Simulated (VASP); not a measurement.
The system is TiC (de600).

```xyz
2
Lattice="0.0000 2.1657 2.1657 2.1657 0.0000 2.1657 2.1657 2.1657 0.0000" Properties=species:S:1:pos:R:3 pbc="T T T"
Ti    0.0000    0.0000    0.0000
C     2.1657    2.1657    2.1657
```

| Quantity | Value |
| --- | --- |
| Program | VASP 6.6.1 |
| Task | relaxation of cell and atoms |
| Functional | LDA |
| Potentials or basis | VASP PAW LDA potentials, release 64 (Ti_sv, C) |
| Cutoff | 600 eV |
| k mesh | 8 × 8 × 8 |
| Occupations | gaussian, width 0.1 eV |
| Spin | no spin polarisation |

At the start: pressure -12.0 GPa; volume 10.16 Å³/atom.

Question: Where does the relaxation end?

Answer: Over 3 steps the energy falls by 18.3 meV/atom and the volume is 9.70 Å³/atom (-4.5 %); space group Fm-3m (No. 225, to 0.05 Å).

The path:
| step | energy change (eV) | largest force (eV/Å) | pressure (GPa) | volume (Å³) |
| --- | --- | --- | --- | --- |
| 1 | 0.0000 | 0.0000 | -12.03 | 20.32 |
| 2 | 0.0384 | 0.0000 | 20.77 | 18.15 |
| 3 | -0.0367 | 0.0000 | -0.22 | 19.39 |

Final structure:
```cif
data_structure
_symmetry_space_group_name_H-M 'P 1'
_symmetry_Int_Tables_number 1
_cell_length_a 3.0157
_cell_length_b 3.0157
_cell_length_c 3.0157
_cell_angle_alpha 60.000
_cell_angle_beta 60.000
_cell_angle_gamma 60.000
_cell_volume 19.39
loop_
_atom_site_label
_atom_site_type_symbol
_atom_site_fract_x
_atom_site_fract_y
_atom_site_fract_z
_atom_site_occupancy
Ti1 Ti 0.00000 0.00000 0.00000 1
C1 C 0.50000 0.50000 0.50000 1
```
